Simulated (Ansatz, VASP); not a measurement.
## Ag in VASP and in Ansatz

File INCAR:

```
SYSTEM = Ag
ALGO = Normal
EDIFF = 1E-8
ENCUT = 520
GGA = PS
ISIF = 2
ISMEAR = -1
LASPH = .True.
LCHARG = .False.
LEFG = .True.
LREAL = .False.
LWAVE = .False.
NBANDS = 12
NELM = 80
PREC = Accurate
SIGMA = 0.03
```

File KPOINTS:

```
k-points
0
Gamma
  15 15 15
  0 0 0
```

Contents of POSCAR:

```
Ag
1.0
    0.0000000000      2.0831709575      2.0831709575
    2.0831709575      0.0000000000      2.0831709575
    2.0831709575      2.0831709575      0.0000000000
Ag
1
Direct
    0.0000000000      0.0000000000      0.0000000000
```

Input for Ansatz:

```yaml
crystal:
  lattice:
    - [0.0, 2.0831709575, 2.0831709575]
    - [2.0831709575, 0.0, 2.0831709575]
    - [2.0831709575, 2.0831709575, 0.0]
  atoms:
    - { symbol: Ag, position: [0.0, 0.0, 0.0] }
kpoints:
  mp_grid: { grid: [15, 15, 15] }
scf:
  occupations: { method: fermi_dirac, width: 0.03 }
hamiltonian:
  xc: pbesol
  pseudopotentials: { kind: all_electron, datasets: crystal }
output:
  forces: true
  stress: true
  eigenvalues: true
  efg: { contact_densities: true }
```

Change from the starting cell: volume scaled by 1.06, crystal datasets.

Alike in both runs: task electric field gradients; functional PBEsol; k mesh 15 × 15 × 15; occupations fermi-dirac, width 0.03 eV; no spin polarisation.

|  | VASP | Ansatz |
| --- | --- | --- |
| version | VASP 6.6.1 | Ansatz 0.2.0 |
| potentials or method | VASP PAW PBE potentials, release 64 (Ag), cutoff 520 eV | all-electron PAW with datasets made for the crystal, scalar-relativistic |

Ansatz gave:

| Property | Result |
| --- | --- |
| pressure (GPa) | -7.8 |

Problem. Estimate VASP's values.

Solution. Pressure (GPa): -7.9.

VASP's potentials were made for PBE, not for PBEsol. Ansatz ran all-electron here, and VASP with PAW potentials.
